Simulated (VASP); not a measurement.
Input of a VASP 6.6.1 run:

File POSCAR:

```
Rb
1.0
    5.1068702501      0.0000000000      0.0000000000
   -2.5534351251      4.4226793704      0.0000000000
    0.0000000000      0.0000000000      8.4478947475
Rb
2
Direct
    0.3333333333      0.6666666667      0.2500000000
    0.6666666667      0.3333333333      0.7500000000
```

File INCAR.step1:

```
ALGO = Normal
EDIFF = 1E-5
ENCUT = 520
GGA = PE
ISIF = 2
ISMEAR = -1
LASPH = T
LCHARG = F
LREAL = F
LWAVE = T
NBANDS = 16
NELM = 80
PREC = Accurate
SIGMA = 0.1
```

INCAR.step2

```
AEXX = 0.25
ALGO = Normal
EDIFF = 1E-6
ENCUT = 520
ISIF = 2
ISMEAR = -1
ISTART = 1
LASPH = T
LCHARG = F
LHFCALC = T
LMIXTAU = T
LREAL = F
LWAVE = F
METAGGA = R2SCAN
NBANDS = 16
NELM = 80
PREC = Accurate
PRECFOCK = Normal
SIGMA = 0.1
```

File KPOINTS:

```
k-points
0
Gamma
  4 4 2
```

Potentials or basis: VASP PAW PBE potentials, release 64 (Rb_sv).

Command:

```sh
$ cat potpaw_PBE.64/Rb_sv/POTCAR > POTCAR
$ cp INCAR.step1 INCAR
$ mpirun -np 1 vasp_std > vasp.out
$ cp INCAR.step2 INCAR
$ mpirun -np 1 vasp_std > vasp.out
```

(1) What does it give for the band gap on the k mesh?

(2) Estimate the pressure.

## Answers

(1) zero (bands 9 and 10 overlap by 2.78 eV).

(2) 0.0 GPa.

Caveat: the k points lie up to 0.37 Å⁻¹ apart, too coarse for converged energies and pressures of a metal; the PAW data sets were made with another functional, which shifts forces and pressure a little.
